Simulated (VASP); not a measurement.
# H2 in VASP: a series of runs

H2 is run at these levels: r2SCAN; tasks: single point, relaxation of the atoms.

Everything below comes from runs of VASP 6.6.1. Logs are shortened: lines on timing, memory, paths and dates and some standing lists are left out, and cuts for length are marked.

## Step 1: The cell of the first run

The cell holds a molecule in a box, 2 atoms: a = 15.000 Å, b = 15.500 Å, c = 16.000 Å, α = 90.00°, β = 90.00°, γ = 90.00°.

## Step 2: Single point, r2SCAN

Input file POSCAR:

```
H
1.0
   15.0000000000      0.0000000000      0.0000000000
    0.0000000000     15.5000000000      0.0000000000
    0.0000000000      0.0000000000     16.0000000000
H
2
Direct
    0.4753500668      0.4989875120      0.5011775342
    0.5246499332      0.5010124880      0.4988224658
```

Input file INCAR.step1:

```
SYSTEM = H
PREC = Accurate ; ENCUT = 440
ISMEAR = 0 ; SIGMA = 0.005
LREAL = .FALSE. ; LASPH = .TRUE.
NELM = 120 ; NBANDS = 8
ISYM = 0 ; GGA = PE
ALGO = Normal ; EDIFF = 1E-5
LWAVE = .TRUE. ; LCHARG = .FALSE.
GGA_COMPAT = .FALSE. ; NELMDL = -8
```

Input file INCAR.step2:

```
SYSTEM = H
PREC = Accurate ; ENCUT = 440
EDIFF = 1E-6 ; ISMEAR = 0
SIGMA = 0.005 ; LREAL = .FALSE.
LASPH = .TRUE. ; NELM = 120
ALGO = Normal ; ISIF = 2
LWAVE = .FALSE. ; LCHARG = .TRUE.
METAGGA = R2SCAN ; LMIXTAU = .TRUE.
LELF = .TRUE. ; LVHAR = .TRUE.
NBANDS = 8 ; ISYM = 0
ISTART = 1 ; GGA_COMPAT = .FALSE.
```

Input file KPOINTS:

```
regular mesh
0
G
  1 1 1
  0 0 0
```

Potentials or basis: VASP PAW PBE potentials, release 64 (H).

Started as:

```sh
> cat potpaw_PBE.64/H/POTCAR > POTCAR
> cp INCAR.step1 INCAR
> mpirun -np 1 vasp_gam > vasp.out
> cp INCAR.step2 INCAR
> mpirun -np 1 vasp_gam > vasp.out
```

OUTCAR:

```text
SYSTEM = H
   PREC = Accurate
   ENCUT = 440
   EDIFF = 1E-6
   ISMEAR = 0
   LREAL = .FALSE.
   LASPH = .TRUE.
   NELM = 120
   ISIF = 2
   METAGGA = R2SCAN
   ISYM = 0
   ISTART = 1

 ion  position               nearest neighbor table
   1  0.475  0.499  0.501-   2 0.74
   2  0.525  0.501  0.499-   1 0.74

IMPORTANT INFORMATION: All symmetrisations will be switched off!
NOSYMM: (Re-)initialisation of all symmetry stuff for point group C_1.

----------------------------------------------------------------------------------------

                                     Primitive cell

  volume of cell :    3720.0000

  direct lattice vectors                    reciprocal lattice vectors
    15.000000000  0.000000000  0.000000000     0.066666667  0.000000000  0.000000000
     0.000000000 15.500000000  0.000000000     0.000000000  0.064516129  0.000000000
     0.000000000  0.000000000 16.000000000     0.000000000  0.000000000  0.062500000

  length of vectors
    15.000000000 15.500000000 16.000000000     0.066666667  0.064516129  0.062500000

  position of ions in fractional coordinates (direct lattice)
     0.475350067  0.498987512  0.501177534
     0.524649933  0.501012488  0.498822466

  ion indices of the primitive-cell ions
   primitive index   ion index
                 1           1
                 2           2

----------------------------------------------------------------------------------------

 KPOINTS: regular mesh

Automatic generation of k-mesh.
 Grid dimensions read from file:
 generate k-points for:    1    1    1

 Generating k-lattice:

  Cartesian coordinates                     Fractional coordinates (reciprocal lattice)
     0.066666667  0.000000000  0.000000000     1.000000000  0.000000000  0.000000000
     0.000000000  0.064516129  0.000000000     0.000000000  1.000000000  0.000000000
     0.000000000  0.000000000  0.062500000     0.000000000  0.000000000  1.000000000

  Length of vectors
     0.066666667  0.064516129  0.062500000

  Shift w.r.t. Gamma in fractional coordinates (k-lattice)
     0.000000000  0.000000000  0.000000000

 Subroutine IBZKPT returns following result:
 ===========================================

 Found      1 irreducible k-points:

 Following reciprocal coordinates:
            Coordinates               Weight
  0.000000  0.000000  0.000000      1.000000
   k-points           NKPTS =      1   k-points in BZ     NKDIM =      1   number of bands    NBANDS=      8
   number of dos      NEDOS =    301   number of ions     NIONS =      2
   total plane-waves  NPLWV = ******
   dimension x,y,z NGX =   108 NGY =  108 NGZ =  112
   dimension x,y,z NGXF=   216 NGYF=  216 NGZF=  224
   ions per type =               2
   NGX,Y,Z   is equivalent  to a cutoff of  11.97, 11.58, 11.64 a.u.
   NGXF,Y,Z  is equivalent  to a cutoff of  23.94, 23.17, 23.27 a.u.
 SYSTEM =  H
   PREC   = accura    normal or accurate (medium, high low for compatibility)
   ISTART =      1    job   : 0-new  1-cont  2-samecut
   ICHARG =      0    charge: 1-file 2-atom 10-const
   ISPIN  =      1    spin polarized calculation?
   LNONCOLLINEAR =      F non collinear calculations
   LSORBIT =      F    spin-orbit coupling
   LASPH  =      T    aspherical Exc in radial PAW
   ENCUT  =  440.0 eV  32.34 Ry    5.69 a.u.  25.66 26.51 27.37*2*pi/ulx,y,z
   NELM   =    120;   NELMIN=  2; NELMDL=  0     # of ELM steps
   EDIFF  = 0.1E-05   stopping-criterion for ELM
   LREAL  =      F    real-space projection
   EDIFFG = 0.1E-04   stopping-criterion for IOM
   NSW    =      0    number of steps for IOM
   IBRION =     -1    ionic relax: 0-MD 1-quasi-New 2-CG
   NFREE  =      0    steps in history (QN), initial steepest desc. (CG)
   ISIF   =      2    stress and relaxation
   ISYM   =      0    0-nonsym 1-usesym 2-fastsym
   POTIM  = 0.5000    time-step for ionic-motion
   TEBEG  =    0.0;   TEEND  =   0.0 temperature during run
   PSTRESS=    0.0 pullay stress
   NELECT =       2.0000    total number of electrons
   NUPDOWN=      -1.0000    fix difference up-down
   EMIN   =  10.00;   EMAX   =-10.00  energy-range for DOS
   EFERMI =   0.00;   METHOD = LEGACY
   ISMEAR =     0;   SIGMA  =   0.01  broadening in eV -4-tet -1-fermi 0-gaus
   EFERMI_NEDOS =   21; number of points for ismear=-14 and -15
   IALGO  =     38    algorithm
   IMIX   =      4    mixing-type and parameters
     AMIX     =   0.40;   BMIX     =  1.00
     AMIX_MAG =   1.60;   BMIX_MAG =  1.00
  volume/ion in A,a.u.               =    1860.00     12551.90
  Fermi-wavevector in a.u.,A,eV,Ry     =   0.133118  0.251557  0.241101  0.017720
  Thomas-Fermi vector in A             =   0.777987
   LORBIT       =      0    0 simple, 1 ext, 2 COOP (PROOUT), +10 PAW based schemes
   METAGGA = R2SCAN    functional components
   LHFCALC =     F    Hartree Fock is set to
   AEXX    =    0.0000 exact exchange contribution
   IVDW    =     0    specifies the selected vdW correction
   LEPSILON=     F    determine dielectric tensor
   LRPA    =     F    only Hartree local field effects (RPA)
 non-spin polarized calculation
 Gauss-broadening in eV      SIGMA  =   0.01
  energy-cutoff  :      440.00
  volume of cell :     3720.00
 maximum number of plane-waves:     38973
 NGX is ok and might be reduce to   108
   NGX = 51   NGY = 53   NGZ = 55

 number of electron       2.0000000 magnetization

 Free energy of the ion-electron system (eV)
  ---------------------------------------------------
  ext. energy  EPLUGINS =         0.00000000
  ---------------------------------------------------
  free energy    TOTEN  =        -6.90322613 eV

  energy without entropy =       -6.90322613  energy(sigma->0) =       -6.90322613

 E-fermi : -10.7821     XC(G=0):  -0.0365

 val. band max:      -10.8080235062   @ k =   0.0000   0.0000   0.0000
 cond. band min:       0.0215921444   @ k =   0.0000   0.0000   0.0000
 fundamental gap:     10.8296156507
 Fermi energy:       -10.7820742491

 k-point     1 :       0.0000    0.0000    0.0000
  band No.  band energies     occupation
      1     -10.8080      2.00000
      2       0.0216      0.00000
      3       0.5859      0.00000
      4       0.6057      0.00000
      5       0.6200      0.00000
      6       0.6250      0.00000
      7       0.6474      0.00000
      8       0.7250      0.00000

------------------------ aborting loop because EDIFF is reached ----------------------------------------

  FORCE on cell =-STRESS in cart. coord.  units (eV):
  Direction    XX          YY          ZZ          XY          YZ          ZX
  --------------------------------------------------------------------------------------
  -------------------------------------------------------------------------------------
  Total       -0.0762383     -0.0754792     -0.0753161     -0.0000272     -0.0000148     -0.0000128
  in kB       -0.0328353     -0.0325084     -0.0324381     -0.0000117     -0.0000064     -0.0000055
  external PRESSURE =      -0.0325939 kB  Pullay stress =       0.0000000 kB

 VOLUME and BASIS-vectors are now :
 -----------------------------------------------------------------------------
  energy-cutoff  :      440.00
  volume of cell :     3720.00
      direct lattice vectors                 reciprocal lattice vectors
    15.000000000  0.000000000  0.000000000     0.066666667  0.000000000  0.000000000
     0.000000000 15.500000000  0.000000000     0.000000000  0.064516129  0.000000000
     0.000000000  0.000000000 16.000000000     0.000000000  0.000000000  0.062500000

 POSITION                                       TOTAL-FORCE (eV/Angst)
 -----------------------------------------------------------------------------------
      7.13025      7.73431      8.01884        -0.023993     -0.001288      0.001421
      7.86975      7.76569      7.98116         0.023993      0.001288     -0.001421
 -----------------------------------------------------------------------------------
    total drift:                               -0.000000     -0.000001      0.000000

  FREE ENERGIE OF THE ION-ELECTRON SYSTEM (eV)
  ---------------------------------------------------
  free  energy   TOTEN  =        -6.9032261285 eV

  energy  without entropy=       -6.9032261285  energy(sigma->0) =       -6.90322613
```

OUTCAR.step1:

```text
SYSTEM = H
   PREC = Accurate
   ENCUT = 440
   ISMEAR = 0
   LREAL = .FALSE.
[... 172 lines left out ...]
      7.13025      7.73431      8.01884        -0.324358     -0.013572      0.016293
      7.86975      7.76569      7.98116         0.324358      0.013572     -0.016293
 -----------------------------------------------------------------------------------
    total drift:                                0.000000      0.000000     -0.000000

  FREE ENERGIE OF THE ION-ELECTRON SYSTEM (eV)
  ---------------------------------------------------
  free  energy   TOTEN  =        -6.7649456329 eV

  energy  without entropy=       -6.7649456329  energy(sigma->0) =       -6.76494563
```

OSZICAR.step1:

```text
N       E                     dE             d eps       ncg     rms          rms(c)
DAV:   1    -0.238557078119E+01   -0.23856E+01   -0.48450E+02    24   0.106E+02
DAV:   2    -0.732334363339E+01   -0.49378E+01   -0.49378E+01    16   0.249E+01
DAV:   3    -0.746585513961E+01   -0.14251E+00   -0.14251E+00    32   0.528E+00
[... 13 lines left out ...]
DAV:  17    -0.676485061324E+01   -0.15181E-03   -0.17037E-05    24   0.106E-02    0.277E-03
DAV:  18    -0.676492033158E+01   -0.69718E-04   -0.18706E-06    24   0.360E-03    0.111E-03
DAV:  19    -0.676493190749E+01   -0.11576E-04   -0.20116E-07    24   0.123E-03    0.666E-04
DAV:  20    -0.676494370314E+01   -0.11796E-04   -0.22640E-07    24   0.123E-03    0.144E-04
DAV:  21    -0.676494563294E+01   -0.19298E-05   -0.56545E-09    24   0.219E-04
   1 F= -.67649456E+01 E0= -.67649456E+01  d E =-.700910E-13
```

It took 10 min on 1 thread of AMD EPYC 7R13 (Zen 3), shared host; peak memory 2 GiB.

Results:

```
Free energy                     : -6.9032 eV
Largest force                   : 0.024 eV/Å
Gap between the frontier levels : 10.83 eV
```

Forces in eV/Å, atoms in the order of the input:
```
H   -0.024 -0.001  0.001
H    0.024  0.001 -0.001
```

Caveat: the PAW data sets were made with another functional, which shifts forces and pressure a little.

## Step 3: Relaxation of the atoms, r2SCAN

Input file POSCAR:

```
H
1.0
   15.0000000000      0.0000000000      0.0000000000
    0.0000000000     15.5000000000      0.0000000000
    0.0000000000      0.0000000000     16.0000000000
H
2
Direct
    0.4767982093      0.4990469909      0.5011083543
    0.5232017907      0.5009530091      0.4988916457
```

Input file INCAR.step1:

```
SYSTEM = H
ALGO = Normal ; EDIFF = 1E-5
EDIFFG = -0.01 ; ENCUT = 500
GGA = PE ; GGA_COMPAT = .FALSE.
IBRION = 2 ; ISMEAR = 0
ISYM = 0 ; LASPH = .TRUE.
LCHARG = .FALSE. ; LREAL = .FALSE.
LWAVE = .TRUE. ; NELM = 120
NELMDL = -8 ; NELMIN = 4
NSW = 100 ; PREC = Accurate
SIGMA = 0.005
```

Input file INCAR.step2:

```
SYSTEM = H
ALGO = Normal ; EDIFF = 1E-7
EDIFFG = -0.01 ; ENCUT = 500
GGA_COMPAT = .FALSE. ; IBRION = 2
ISIF = 2 ; ISMEAR = 0
ISTART = 1 ; ISYM = 0
LASPH = .TRUE. ; LCHARG = .FALSE.
LMIXTAU = .TRUE. ; LREAL = .FALSE.
LWAVE = .FALSE. ; METAGGA = R2SCAN
NELM = 120 ; NELMIN = 4
NSW = 100 ; PREC = Accurate
SIGMA = 0.005
```

Input file KPOINTS:

```
k-points
0
G
  1 1 1
  0 0 0
```

Potentials or basis: VASP PAW PBE potentials, release 64 (H).

Started as:

```sh
> cat potpaw_PBE.64/H/POTCAR > POTCAR
> cp INCAR.step1 INCAR
> mpirun -np 1 vasp_gam > vasp.out
> cp INCAR.step2 INCAR
> mpirun -np 1 vasp_gam > vasp.out
```

It took 58 min on 1 thread of AMD EPYC 7R13 (Zen 3), shared host; peak memory 2.8 GiB.

The run converged. Its results:

```
Free energy                     : -6.9085 eV
Energy gained by relaxing       : 19.3 meV/atom
Ionic steps                     : 4
Largest force after relaxing    : 0.007 eV/Å
Gap between the frontier levels : 10.83 eV
```

Forces on the atoms (eV/Å):
```
H    0.007  0.000 -0.001
H   -0.007  0.000  0.001
```

Step by step:
```csv
step,energy change (eV),largest force (eV/Å),pressure (GPa)
1,0.0000,1.8493,0.02
2,0.2118,3.2549,-0.04
3,-0.0386,0.0529,0.00
4,-0.0386,0.0073,0.00
```

Final structure:
```
H
1.0
    15.00000    0.00000    0.00000
     0.00000   15.50000    0.00000
     0.00000    0.00000   16.00000
H
2
Direct
  0.47533 0.49899 0.50118
  0.52467 0.50101 0.49882
```

Levels at points of the mesh, in eV from the valence-band top:
| k point | band 1 | band 2 | band 3 | band 4 | band 5 |
| --- | --- | --- | --- | --- | --- |
| (0.00, 0.00, 0.00) | 0.00 | 10.83 | 11.40 | 11.41 | 11.43 |

Caveat: the PAW data sets were made with another functional, which shifts forces and pressure a little.
